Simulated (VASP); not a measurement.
Write the native input for VASP 6.6.1 that does the following.

- Task: single point
- Functional: r2SCAN
- Potentials or basis: VASP PAW PBE potentials, release 64 (Cd, Se)
- Cutoff: 520 eV
- k mesh: 6 × 6 × 4
- Occupations: gaussian, width 0.01 eV
- Spin: no spin polarisation
- Dipole correction: no
- Further INCAR settings: ALGO = Normal; EDIFF = 1e-07; NBANDS = 26

CdSe (Cadmoselite):

```
CELL_PARAMETERS angstrom
4.38344 0.00000 0.00000
-2.19172 3.79617 0.00000
0.00000 0.00000 7.01323
ATOMIC_POSITIONS crystal
Cd 0.33333 0.66667 0.00246
Cd 0.66667 0.33333 0.50246
Se 0.33333 0.66667 0.38254
Se 0.66667 0.33333 0.88254
```

This cell differs from its parent crystal: in-plane strain +0.01, then relaxed in part.

The input as run:

POSCAR

```
CdSe
1.0
    4.3834424511      0.0000000000      0.0000000000
   -2.1917212255      3.7961725187      0.0000000000
    0.0000000000      0.0000000000      7.0132303043
Cd Se
2 2
Direct
    0.3333333333      0.6666666667      0.0024639445
    0.6666666667      0.3333333333      0.5024639445
    0.3333333333      0.6666666667      0.3825360555
    0.6666666667      0.3333333333      0.8825360555
```

INCAR.step1

```
  PREC = Accurate
  ENCUT = 520
  ISMEAR = 0
  SIGMA = 0.01
  LREAL = False
  LASPH = True
  NELM = 60
  NBANDS = 26
  GGA = PE
  ALGO = Normal
  EDIFF = 1E-4
  LWAVE = True
  LCHARG = False
```

INCAR.step2

```
  PREC = Accurate
  ENCUT = 520
  EDIFF = 1E-7
  ISMEAR = 0
  SIGMA = 0.01
  LREAL = False
  LASPH = True
  NELM = 60
  ALGO = Normal
  ISIF = 2
  LWAVE = False
  LCHARG = True
  METAGGA = R2SCAN
  LMIXTAU = True
  LELF = True
  LVHAR = True
  NBANDS = 26
  ISTART = 1
```

KPOINTS

```
regular mesh
0
Gamma
  6 6 4
```

Potentials or basis: VASP PAW PBE potentials, release 64 (Cd, Se).

Run with:

```sh
$ cat potpaw_PBE.64/Cd/POTCAR potpaw_PBE.64/Se/POTCAR > POTCAR
$ cp INCAR.step1 INCAR
$ mpirun -np 1 vasp_std > vasp.out
$ cp INCAR.step2 INCAR
$ mpirun -np 1 vasp_std > vasp.out
```

Results of the run:

```yaml
Pressure: -0.3 GPa
Band_gap_on_the_k_mesh: 1.07 eV, direct
```

Caveat: the cell differs from its parent crystal (in-plane strain +0.01, then relaxed in part); the PAW data sets were made with another functional, which shifts forces and pressure a little.

Run time: 3.9 min on 1 thread of AMD EPYC 9R45 96-Core Processor (Zen 5), on a shared host, peak memory 0.27 GiB.
